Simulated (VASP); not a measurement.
# Al (P6_3/mmc) in VASP: a series of runs, part 2 of 2

VASP 6.6.1. Earlier steps stand in the parts before.

## (5) Single point, PBE (volume scaled by 1.10, then relaxed in part)

INCAR reads:

```
PREC = Accurate ; ENCUT = 520
EDIFF = 1E-6 ; ISMEAR = 0
SIGMA = 0.1 ; LREAL = False
LASPH = True ; NELM = 80
ALGO = Normal ; ISIF = 2
LWAVE = False ; LCHARG = True
GGA = PE ; LELF = True
LVHAR = True ; NBANDS = 10
```

KPOINTS reads:

```
Automatic mesh
0
Gamma
  22 22 12
```

POSCAR reads:

```
Al
1.0
    1.4698534283     -2.5458608176      0.0000000000
    1.4698534283      2.5458608176      0.0000000000
    0.0000000000      0.0000000000      4.8910009345
Al
2
Direct
    0.3333333333      0.6666666667      0.7500000000
    0.6666666667      0.3333333333      0.2500000000
```

Potentials or basis: VASP PAW PBE potentials, release 64 (Al).

Launch:

```console
cat potpaw_PBE.64/Al/POTCAR > POTCAR
mpirun -np 1 vasp_std > vasp.out
```

OUTCAR:

```text
PREC = Accurate
   ENCUT = 520
   EDIFF = 1E-6
   ISMEAR = 0
   LREAL = False
   LASPH = True
   NELM = 80
   ISIF = 2
   GGA = PE

 ion  position               nearest neighbor table
   1  0.333  0.667  0.750-   2 2.98   2 2.98   2 2.98   2 2.98   2 2.98   2 2.98
   2  0.667  0.333  0.250-   1 2.98   1 2.98   1 2.98   1 2.98   1 2.98   1 2.98

  LATTYP: Found a hexagonal cell.
 ALAT       =     2.9397068567
 C/A-ratio  =     1.6637716524

  Lattice vectors:

 A1 = (   1.4698534283,  -2.5458608176,   0.0000000000)
 A2 = (   1.4698534283,   2.5458608176,   0.0000000000)
 A3 = (   0.0000000000,   0.0000000000,   4.8910009345)

Analysis of symmetry for initial positions (statically):
=====================================================================
 Subroutine PRICEL returns:
 Original cell was already a primitive cell.

 Routine SETGRP: Setting up the symmetry group for a
 hexagonal supercell.

 Subroutine GETGRP returns: Found 24 space group operations
 (whereof 12 operations were pure point group operations)
 out of a pool of 24 trial point group operations.

The static configuration has the point symmetry D_3d.
 The point group associated with its full space group is D_6h.

Analysis of symmetry for dynamics (positions and initial velocities):
=====================================================================
 Subroutine PRICEL returns:
 Original cell was already a primitive cell.

 Routine SETGRP: Setting up the symmetry group for a
 hexagonal supercell.

 Subroutine GETGRP returns: Found 24 space group operations
 (whereof 12 operations were pure point group operations)
 out of a pool of 24 trial point group operations.

The dynamic configuration has the point symmetry D_3d.
 The point group associated with its full space group is D_6h.

 Subroutine INISYM returns: Found 24 space group operations
 (whereof 12 operations are pure point group operations),
 and found     1 'primitive' translations

----------------------------------------------------------------------------------------

                                     Primitive cell

  volume of cell :      36.6047

  direct lattice vectors                    reciprocal lattice vectors
     1.469853428 -2.545860818  0.000000000     0.340169972 -0.196397225  0.000000000
     1.469853428  2.545860818  0.000000000     0.340169972  0.196397225  0.000000000
     0.000000000  0.000000000  4.891000935     0.000000000  0.000000000  0.204457127

  length of vectors
     2.939706857  2.939706857  4.891000935     0.392794450  0.392794450  0.204457127

  position of ions in fractional coordinates (direct lattice)
     0.333333333  0.666666667  0.750000000
     0.666666667  0.333333333  0.250000000

  ion indices of the primitive-cell ions
   primitive index   ion index
                 1           1
                 2           2

----------------------------------------------------------------------------------------

 KPOINTS: Automatic mesh

Automatic generation of k-mesh.
 Grid dimensions read from file:
 generate k-points for:   22   22   12

 Generating k-lattice:
[... 22 lines left out ...]
  0.136364 -0.000000  0.000000      6.000000
  0.181818  0.000000  0.000000      6.000000
  0.227273  0.000000  0.000000      6.000000
[... 16 lines left out ...]
  0.090909  0.090909  0.000000      6.000000
  0.136364  0.090909  0.000000     12.000000
 [... further k-points ...]
   k-points           NKPTS =    364   k-points in BZ     NKDIM =    364   number of bands    NBANDS=     10
   number of dos      NEDOS =    301   number of ions     NIONS =      2
   total plane-waves  NPLWV =  20736
   dimension x,y,z NGX =    24 NGY =   24 NGZ =   36
   dimension x,y,z NGXF=    48 NGYF=   48 NGZF=   72
   ions per type =               2
   NGX,Y,Z   is equivalent  to a cutoff of  13.57, 13.57, 12.24 a.u.
   NGXF,Y,Z  is equivalent  to a cutoff of  27.14, 27.14, 24.47 a.u.
 SYSTEM =  unknown system
   PREC   = accura    normal or accurate (medium, high low for compatibility)
   ISTART =      0    job   : 0-new  1-cont  2-samecut
   ICHARG =      2    charge: 1-file 2-atom 10-const
   ISPIN  =      1    spin polarized calculation?
   LNONCOLLINEAR =      F non collinear calculations
   LSORBIT =      F    spin-orbit coupling
   LASPH  =      T    aspherical Exc in radial PAW
   ENCUT  =  520.0 eV  38.22 Ry    6.18 a.u.   5.47  5.47  9.09*2*pi/ulx,y,z
   NELM   =     80;   NELMIN=  2; NELMDL= -5     # of ELM steps
   EDIFF  = 0.1E-05   stopping-criterion for ELM
   LREAL  =      F    real-space projection
   EDIFFG = 0.1E-04   stopping-criterion for IOM
   NSW    =      0    number of steps for IOM
   IBRION =     -1    ionic relax: 0-MD 1-quasi-New 2-CG
   NFREE  =      0    steps in history (QN), initial steepest desc. (CG)
   ISIF   =      2    stress and relaxation
   ISYM   =      2    0-nonsym 1-usesym 2-fastsym
   POTIM  = 0.5000    time-step for ionic-motion
   TEBEG  =    0.0;   TEEND  =   0.0 temperature during run
   PSTRESS=    0.0 pullay stress
   NELECT =       6.0000    total number of electrons
   NUPDOWN=      -1.0000    fix difference up-down
   EMIN   =  10.00;   EMAX   =-10.00  energy-range for DOS
   EFERMI =   0.00;   METHOD = LEGACY
   ISMEAR =     0;   SIGMA  =   0.10  broadening in eV -4-tet -1-fermi 0-gaus
   EFERMI_NEDOS =   21; number of points for ismear=-14 and -15
   IALGO  =     38    algorithm
   IMIX   =      4    mixing-type and parameters
     AMIX     =   0.40;   BMIX     =  1.00
     AMIX_MAG =   1.60;   BMIX_MAG =  1.00
  volume/ion in A,a.u.               =      18.30       123.51
  Fermi-wavevector in a.u.,A,eV,Ry     =   0.895942  1.693084 10.921554  0.802712
  Thomas-Fermi vector in A             =   2.018337
   LORBIT       =      0    0 simple, 1 ext, 2 COOP (PROOUT), +10 PAW based schemes
   GGA     = PE    functional components
   LHFCALC =     F    Hartree Fock is set to
   AEXX    =    0.0000 exact exchange contribution
   IVDW    =     0    specifies the selected vdW correction
   LEPSILON=     F    determine dielectric tensor
   LRPA    =     F    only Hartree local field effects (RPA)
 non-spin polarized calculation
 Gauss-broadening in eV      SIGMA  =   0.10
  energy-cutoff  :      520.00
  volume of cell :       36.60
 maximum number of plane-waves:      1020
 NGX is ok and might be reduce to    24
   NGX = 11   NGY = 11   NGZ = 19

 number of electron       6.0000000 magnetization

 Free energy of the ion-electron system (eV)
  ---------------------------------------------------
  ext. energy  EPLUGINS =         0.00000000
  ---------------------------------------------------
  free energy    TOTEN  =        -7.36542731 eV

  energy without entropy =       -7.36136677  energy(sigma->0) =       -7.36339704

 E-fermi :   6.9355     XC(G=0):  -9.8284

 val. band max:        6.9320819003   @ k =   0.3636   0.1364   0.0000
 cond. band min:       6.9357608335   @ k =   0.3636   0.0455   0.4167
 fundamental gap:      0.0036789332
 Fermi energy:         6.9355452946

 k-point     1 :       0.0000    0.0000    0.0000
  band No.  band energies     occupation
      1      -3.4799      2.00000
      2       2.4928      2.00000
      3       2.6905      2.00000
      4      16.9654      0.00000
      5      16.9654      0.00000
      6      17.5827      0.00000
      7      17.5827      0.00000
      8      18.3188      0.00000
      9      19.4417      0.00000
     10      20.1979      0.00000
[... 287 lines left out ...]
 k-point    24 :       0.1364    0.0909    0.0000
  band No.  band energies     occupation
      1      -2.5860      2.00000
      2       3.3710      2.00000
      3       3.5289      2.00000
      4      11.3187      0.00000
      5      12.2462      0.00000
      6      16.6325      0.00000
      7      16.7817      0.00000
      8      17.4786      0.00000
      9      17.9645      0.00000
     10      18.5212      0.00000

 [... further k-points ...]

------------------------ aborting loop because EDIFF is reached ----------------------------------------

  FORCE on cell =-STRESS in cart. coord.  units (eV):
  Direction    XX          YY          ZZ          XY          YZ          ZX
  --------------------------------------------------------------------------------------
  -------------------------------------------------------------------------------------
  Total       -1.3120689     -1.3120689     -1.3011385      0.0000000      0.0000000      0.0000000
  in kB      -57.4289391    -57.4289391    -56.9505200      0.0000000      0.0000000      0.0000000
  external PRESSURE =     -57.2694661 kB  Pullay stress =       0.0000000 kB

 VOLUME and BASIS-vectors are now :
 -----------------------------------------------------------------------------
  energy-cutoff  :      520.00
  volume of cell :       36.60
      direct lattice vectors                 reciprocal lattice vectors
     1.469853428 -2.545860818  0.000000000     0.340169972 -0.196397225  0.000000000
     1.469853428  2.545860818  0.000000000     0.340169972  0.196397225  0.000000000
     0.000000000  0.000000000  4.891000935     0.000000000  0.000000000  0.204457127

 POSITION                                       TOTAL-FORCE (eV/Angst)
 -----------------------------------------------------------------------------------
      1.46985      0.84862      3.66825        -0.000000      0.000000      0.000000
      1.46985     -0.84862      1.22275         0.000000     -0.000000      0.000000
 -----------------------------------------------------------------------------------
    total drift:                                0.000000     -0.000000     -0.000000

  FREE ENERGIE OF THE ION-ELECTRON SYSTEM (eV)
  ---------------------------------------------------
  free  energy   TOTEN  =        -7.3654273067 eV

  energy  without entropy=       -7.3613667665  energy(sigma->0) =       -7.36339704
```

stdout:

```text
POSCAR found type information on POSCAR Al
 POSCAR found :  1 types and       2 ions
 scaLAPACK will be used
 LDA part: xc-table for (Slater+PW92), standard interpolation
 POSCAR, INCAR and KPOINTS ok, starting setup
 FFT: planning ... GRIDC
 FFT: planning ... GRID_SOFT
 FFT: planning ... GRID
 WAVECAR not read
 entering main loop
```

Wall time 26 s (1 thread of Intel Xeon 6975P-C (Granite Rapids), shared host); peak memory 0.23 GiB.

What came out:

```yaml
Free_energy: -7.3654 eV
Pressure: -5.7 GPa
Band_gap_on_the_k_mesh: zero (band 3 reaches 10.80 eV, above the bottom of band 4 at 3.90 eV)
```

## (6) The runs side by side

| cell | gap on the mesh (eV) | pressure (GPa) |
| --- | --- | --- |
| a = 2.736, b = 2.736, c = 4.518 Å, angles 90.0, 90.0, 120.0°, 2 atoms | none | 12.6 |
| a = 2.766, b = 2.766, c = 4.572 Å, angles 90.0, 90.0, 120.0°, 2 atoms | none | 8.6 |
| a = 2.905, b = 2.905, c = 4.825 Å, angles 90.0, 90.0, 120.0°, 2 atoms | none | -3.8 |
| a = 2.940, b = 2.940, c = 4.891 Å, angles 90.0, 90.0, 120.0°, 2 atoms | none | -5.7 |

Alike in all rows: task single point; level PBE; potentials or basis VASP PAW PBE potentials, release 64 (Al); no spin polarisation; k mesh 22 × 22 × 12; cutoff (eV) 520; smearing gaussian 0.1 eV.

Total energies depend on the potentials used, so only differences within one code and one set of settings carry meaning.
